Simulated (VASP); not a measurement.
# W (a cell with a defect) in VASP: relaxation of the atoms with PBE+D3(BJ)

Aim: the relaxation of the atoms of W (a cell with a defect) with PBE+D3(BJ).

Everything below comes from runs of VASP 6.6.1. Logs are shortened: lines on timing, memory, paths and dates and some standing lists are left out, and cuts for length are marked.

### 1 The cell of the first run

The cell holds a defect, 15 atoms: a = 6.320 Å, b = 6.320 Å, c = 6.320 Å, α = 90.00°, β = 90.00°, γ = 90.00°.

### 2 Relaxation of the atoms, PBE+D3(BJ)

The input, INCAR:

```
PREC = Accurate
ENCUT = 520
EDIFF = 1E-6
ISMEAR = 0
SIGMA = 0.1
LREAL = Auto
LASPH = True
NELM = 60
ALGO = Normal
ISIF = 2
LWAVE = False
LCHARG = False
GGA = PE
IVDW = 12
IBRION = 2
NSW = 80
EDIFFG = -0.03
KPAR = 4
```

The input, KPOINTS:

```
regular mesh
0
Gamma
  3 3 3
```

The input, POSCAR:

```
W
1.0
    6.3200000000      0.0000000000      0.0000000000
    0.0000000000      6.3200000000      0.0000000000
    0.0000000000      0.0000000000      6.3200000000
W
15
Direct
    0.2500000000     -0.2500000000     -0.2500000000
    0.5000000000      0.0000000000      0.0000000000
    0.0000000000      0.5000000000      0.0000000000
    0.0000000000      0.0000000000      0.5000000000
    0.2500000000      0.2500000000      0.2500000000
    0.5000000000      0.5000000000      0.0000000000
    0.5000000000      0.0000000000      0.5000000000
    0.7500000000      0.2500000000      0.2500000000
    0.0000000000      0.5000000000      0.5000000000
    0.2500000000      0.7500000000      0.2500000000
    0.2500000000      0.2500000000      0.7500000000
    0.5000000000      0.5000000000      0.5000000000
    0.7500000000      0.7500000000      0.2500000000
    0.7500000000      0.2500000000      0.7500000000
    0.7500000000      0.7500000000      0.7500000000
```

Potentials or basis: VASP PAW PBE potentials, release 64 (W_sv).

Run with:

```bash
> cat potpaw_PBE.64/W_sv/POTCAR > POTCAR
> mpirun -np 4 vasp_std > vasp.out
```

OUTCAR:

```text
PREC = Accurate
   ENCUT = 520
   EDIFF = 1E-6
   ISMEAR = 0
   LREAL = Auto
   LASPH = True
   NELM = 60
   ISIF = 2
   GGA = PE
   IVDW = 12
   IBRION = 2
   NSW = 80
   EDIFFG = -0.03
 IVDW          = 12

 ion  position               nearest neighbor table
   1  0.250  0.750  0.750-   2 2.74   3 2.74   4 2.74   6 2.74   7 2.74   9 2.74  12 2.74  11 3.16
                            10 3.16  15 3.16  10 3.16  11 3.16  15 3.16
   2  0.500  0.000  0.000-   1 2.74   5 2.74   8 2.74  10 2.74  11 2.74  13 2.74  14 2.74  15 2.74
                             6 3.16   7 3.16   7 3.16   6 3.16
   3  0.000  0.500  0.000-   1 2.74   5 2.74   8 2.74  10 2.74  11 2.74  13 2.74  14 2.74  15 2.74
                             9 3.16   6 3.16   9 3.16   6 3.16
   4  0.000  0.000  0.500-   1 2.74   5 2.74   8 2.74  10 2.74  11 2.74  13 2.74  14 2.74  15 2.74
                             9 3.16   7 3.16   9 3.16   7 3.16
   5  0.250  0.250  0.250-   2 2.74   3 2.74   4 2.74   6 2.74   7 2.74   9 2.74  12 2.74  10 3.16
                            11 3.16   8 3.16  11 3.16  10 3.16   8 3.16
   6  0.500  0.500  0.000-   1 2.74   5 2.74   8 2.74  10 2.74  11 2.74  13 2.74  14 2.74  15 2.74
                             2 3.16   3 3.16  12 3.16  12 3.16   2 3.16   3 3.16
   7  0.500  0.000  0.500-   1 2.74   5 2.74   8 2.74  10 2.74  11 2.74  13 2.74  14 2.74  15 2.74
                             2 3.16   4 3.16  12 3.16   2 3.16  12 3.16   4 3.16
   8  0.750  0.250  0.250-   2 2.74   3 2.74   4 2.74   6 2.74   7 2.74   9 2.74  12 2.74   5 3.16
                            13 3.16  14 3.16  14 3.16  13 3.16   5 3.16
   9  0.000  0.500  0.500-   1 2.74   5 2.74   8 2.74  10 2.74  11 2.74  13 2.74  14 2.74  15 2.74
                             3 3.16   4 3.16  12 3.16   3 3.16   4 3.16  12 3.16
  10  0.250  0.750  0.250-   2 2.74   3 2.74   4 2.74   6 2.74   7 2.74   9 2.74  12 2.74   1 3.16
                             5 3.16  13 3.16   1 3.16   5 3.16  13 3.16
  11  0.250  0.250  0.750-   2 2.74   3 2.74   4 2.74   6 2.74   7 2.74   9 2.74  12 2.74   1 3.16
                             5 3.16  14 3.16   5 3.16   1 3.16  14 3.16
  12  0.500  0.500  0.500-   1 2.74   5 2.74   8 2.74  10 2.74  11 2.74  13 2.74  14 2.74  15 2.74
                             9 3.16   7 3.16   6 3.16   6 3.16   7 3.16   9 3.16
  13  0.750  0.750  0.250-   2 2.74   3 2.74   4 2.74   6 2.74   7 2.74   9 2.74  12 2.74  10 3.16
                             8 3.16  15 3.16  15 3.16   8 3.16  10 3.16
  14  0.750  0.250  0.750-   2 2.74   3 2.74   4 2.74   6 2.74   7 2.74   9 2.74  12 2.74  11 3.16
                             8 3.16  15 3.16   8 3.16  15 3.16  11 3.16
  15  0.750  0.750  0.750-   2 2.74   3 2.74   4 2.74   6 2.74   7 2.74   9 2.74  12 2.74   1 3.16
                            13 3.16  14 3.16  13 3.16  14 3.16   1 3.16

  LATTYP: Found a simple cubic cell.
 ALAT       =     6.3200000000

  Lattice vectors:

 A1 = (   6.3200000000,   0.0000000000,   0.0000000000)
 A2 = (   0.0000000000,   6.3200000000,   0.0000000000)
 A3 = (   0.0000000000,   0.0000000000,   6.3200000000)

Analysis of symmetry for initial positions (statically):
=====================================================================
 Subroutine PRICEL returns:
 Original cell was already a primitive cell.

 Routine SETGRP: Setting up the symmetry group for a
 simple cubic supercell.

 Subroutine GETGRP returns: Found 48 space group operations
 (whereof 48 operations were pure point group operations)
 out of a pool of 48 trial point group operations.

The static configuration has the point symmetry O_h .

Analysis of symmetry for dynamics (positions and initial velocities):
=====================================================================
 Subroutine PRICEL returns:
 Original cell was already a primitive cell.

 Routine SETGRP: Setting up the symmetry group for a
 simple cubic supercell.

 Subroutine GETGRP returns: Found 48 space group operations
 (whereof 48 operations were pure point group operations)
 out of a pool of 48 trial point group operations.

The dynamic configuration has the point symmetry O_h .

 Subroutine INISYM returns: Found 48 space group operations
 (whereof 48 operations are pure point group operations),
 and found     1 'primitive' translations

----------------------------------------------------------------------------------------

                                     Primitive cell

  volume of cell :     252.4360

  direct lattice vectors                    reciprocal lattice vectors
     6.320000000  0.000000000  0.000000000     0.158227848  0.000000000  0.000000000
     0.000000000  6.320000000  0.000000000     0.000000000  0.158227848  0.000000000
[... 115 lines left out ...]
   GGA     = PE    functional components
   LHFCALC =     F    Hartree Fock is set to
   AEXX    =    0.0000 exact exchange contribution
   IVDW    =    12    specifies the selected vdW correction
   LEPSILON=     F    determine dielectric tensor
   LRPA    =     F    only Hartree local field effects (RPA)
 conjugate gradient relaxation of ions
 non-spin polarized calculation
 Gauss-broadening in eV      SIGMA  =   0.10
  energy-cutoff  :      520.00
  volume of cell :      252.44
 maximum number of plane-waves:      6859
 NGX is ok and might be reduce to    48
   NGX = 23   NGY = 23   NGZ = 23

--------------------------------------- Ionic step        1  -------------------------------------------

 number of electron     210.0000008 magnetization

 Free energy of the ion-electron system (eV)
  ---------------------------------------------------
  ext. energy  EPLUGINS =         0.00000000
  ---------------------------------------------------
  free energy    TOTEN  =      -190.78171519 eV

  energy without entropy =     -190.70024432  energy(sigma->0) =     -190.74097976

------------------------ aborting loop because EDIFF is reached ----------------------------------------

 Edisp (eV)   -9.80410

 E8    (eV) :    -5.0250

  FORCE on cell =-STRESS in cart. coord.  units (eV):
  Direction    XX          YY          ZZ          XY          YZ          ZX
  --------------------------------------------------------------------------------------
  -------------------------------------------------------------------------------------
  Total      -9.05038    -9.05038    -9.05038    -0.00000    -0.00000    -0.00000
  in kB     -57.44153   -57.44153   -57.44153    -0.00000    -0.00000    -0.00000
  external pressure =      -57.44 kB  Pullay stress =        0.00 kB

 VOLUME and BASIS-vectors are now :
 -----------------------------------------------------------------------------
  energy-cutoff  :      520.00
  volume of cell :      252.44
      direct lattice vectors                 reciprocal lattice vectors
     6.320000000  0.000000000  0.000000000     0.158227848  0.000000000  0.000000000
     0.000000000  6.320000000  0.000000000     0.000000000  0.158227848  0.000000000
     0.000000000  0.000000000  6.320000000     0.000000000  0.000000000  0.158227848

 POSITION                                       TOTAL-FORCE (eV/Angst)
 -----------------------------------------------------------------------------------
      1.58000      4.74000      4.74000        -0.337435      0.337435      0.337435
      3.16000      0.00000      0.00000        -0.000000      0.000000     -0.000000
      0.00000      3.16000      0.00000        -0.000000      0.000000     -0.000000
      0.00000      0.00000      3.16000        -0.000000      0.000000     -0.000000
      1.58000      1.58000      1.58000        -0.337435     -0.337435     -0.337435
      3.16000      3.16000      0.00000        -0.000000      0.000000     -0.000000
      3.16000      0.00000      3.16000        -0.000000      0.000000     -0.000000
      4.74000      1.58000      1.58000         0.337435     -0.337435     -0.337435
      0.00000      3.16000      3.16000        -0.000000      0.000000     -0.000000
      1.58000      4.74000      1.58000        -0.337435      0.337435     -0.337435
      1.58000      1.58000      4.74000        -0.337435     -0.337435      0.337435
      3.16000      3.16000      3.16000        -0.000000      0.000000     -0.000000
      4.74000      4.74000      1.58000         0.337435      0.337435     -0.337435
      4.74000      1.58000      4.74000         0.337435     -0.337435      0.337435
      4.74000      4.74000      4.74000         0.337435      0.337435      0.337435
 -----------------------------------------------------------------------------------
    total drift:                                0.000000     -0.000000      0.000000

  FREE ENERGIE OF THE ION-ELECTRON SYSTEM (eV)
  ---------------------------------------------------
  free  energy   TOTEN  =      -200.5858185754 eV

  energy  without entropy=     -200.5043477102  energy(sigma->0) =     -200.54508314

--------------------------------------- Ionic step        2  -------------------------------------------

 number of electron     210.0000004 magnetization

 Free energy of the ion-electron system (eV)
  ---------------------------------------------------
  ext. energy  EPLUGINS =         0.00000000
  ---------------------------------------------------
  free energy    TOTEN  =      -190.84575139 eV

  energy without entropy =     -190.77419500  energy(sigma->0) =     -190.80997320

 E-fermi :  10.2412     XC(G=0): -13.2206

 val. band max:       10.1856758667   @ k =   0.0000   0.0000   0.0000
 cond. band min:      10.2555839068   @ k =   0.3333   0.3333   0.0000
 fundamental gap:      0.0699080400
 Fermi energy:        10.2412459449

 k-point     1 :       0.0000    0.0000    0.0000
  band No.  band energies     occupation
      1     -63.6466      2.00000
      2     -63.5734      2.00000
      3     -63.5734      2.00000
      4     -63.5734      2.00000
      5     -63.5642      2.00000
      6     -63.5642      2.00000
[... 469 lines left out ...]
    116      12.6335      0.00000
    117      12.6335      0.00000
 [bands above 117 left out]

------------------------ aborting loop because EDIFF is reached ----------------------------------------

 Edisp (eV)   -9.80581

 E8    (eV) :    -5.0261

  FORCE on cell =-STRESS in cart. coord.  units (eV):
  Direction    XX          YY          ZZ          XY          YZ          ZX
  --------------------------------------------------------------------------------------
  -------------------------------------------------------------------------------------
  Total     -10.27412   -10.27412   -10.27412    -0.00000     0.00000    -0.00000
  in kB     -65.20844   -65.20844   -65.20844    -0.00000     0.00000    -0.00000
  external pressure =      -65.21 kB  Pullay stress =        0.00 kB

 VOLUME and BASIS-vectors are now :
 -----------------------------------------------------------------------------
  energy-cutoff  :      520.00
  volume of cell :      252.44
      direct lattice vectors                 reciprocal lattice vectors
     6.320000000  0.000000000  0.000000000     0.158227848  0.000000000  0.000000000
     0.000000000  6.320000000  0.000000000     0.000000000  0.158227848  0.000000000
     0.000000000  0.000000000  6.320000000     0.000000000  0.000000000  0.158227848

 POSITION                                       TOTAL-FORCE (eV/Angst)
 -----------------------------------------------------------------------------------
      1.56372      4.75628      4.75628         0.000088     -0.000088     -0.000088
      3.16000      0.00000      6.32000         0.000000      0.000000     -0.000000
      6.32000      3.16000      6.32000         0.000000      0.000000     -0.000000
      6.32000      0.00000      3.16000         0.000000      0.000000     -0.000000
      1.56372      1.56372      1.56372         0.000088      0.000088      0.000088
      3.16000      3.16000      6.32000         0.000000      0.000000     -0.000000
      3.16000      0.00000      3.16000         0.000000      0.000000     -0.000000
      4.75628      1.56372      1.56372        -0.000088      0.000088      0.000088
      6.32000      3.16000      3.16000         0.000000      0.000000     -0.000000
      1.56372      4.75628      1.56372         0.000088     -0.000088      0.000088
      1.56372      1.56372      4.75628         0.000088      0.000088     -0.000088
      3.16000      3.16000      3.16000         0.000000      0.000000     -0.000000
      4.75628      4.75628      1.56372        -0.000088     -0.000088      0.000088
      4.75628      1.56372      4.75628        -0.000088      0.000088     -0.000088
      4.75628      4.75628      4.75628        -0.000088     -0.000088     -0.000088
 -----------------------------------------------------------------------------------
    total drift:                               -0.000000      0.000000     -0.000000

  FREE ENERGIE OF THE ION-ELECTRON SYSTEM (eV)
  ---------------------------------------------------
  free  energy   TOTEN  =      -200.6515624673 eV

  energy  without entropy=     -200.5800060702  energy(sigma->0) =     -200.61578427

 reached required accuracy - stopping structural energy minimisation
```

Wall time 3.3 min (4 MPI ranks of Oxide Virtual Turin-like, shared host); peak memory 0.38 GiB.

What came out:

* Free energy: -200.6516 eV
* Energy gained by relaxing: 4.4 meV/atom
* Ionic steps: 2
* Pressure after relaxing: -6.5 GPa
* Band gap on the k mesh: zero (bands 105 and 106 overlap by 0.01 eV)
* Dispersion energy per atom: -0.654 eV

Step by step:
```tsv
step	energy change (eV)	largest force (eV/Å)	pressure (GPa)
1	0.0000	0.5845	-5.74
2	-0.0657	0.0002	-6.52
```

Final structure:
```
CELL_PARAMETERS angstrom
6.32000 0.00000 0.00000
0.00000 6.32000 0.00000
0.00000 0.00000 6.32000
ATOMIC_POSITIONS crystal
W 0.24742 0.75258 0.75258
W 0.50000 0.00000 0.00000
W 0.00000 0.50000 0.00000
W 0.00000 0.00000 0.50000
W 0.24742 0.24742 0.24742
W 0.50000 0.50000 0.00000
W 0.50000 0.00000 0.50000
W 0.75258 0.24742 0.24742
W 0.00000 0.50000 0.50000
W 0.24742 0.75258 0.24742
W 0.24742 0.24742 0.75258
W 0.50000 0.50000 0.50000
W 0.75258 0.75258 0.24742
W 0.75258 0.24742 0.75258
W 0.75258 0.75258 0.75258
```

Levels at points of the mesh, in eV from the Fermi level:
```csv
k point,band 103,band 104,band 105,band 106,band 107,band 108
"(0.00, 0.00, 0.00)",-0.06,-0.06,-0.06,1.07,1.07,1.07
```

Caveat: spin-orbit coupling is left out, which moves the levels of the heavy elements.

The gap in the log of VASP goes by the Fermi energy; the results here count the filled bands.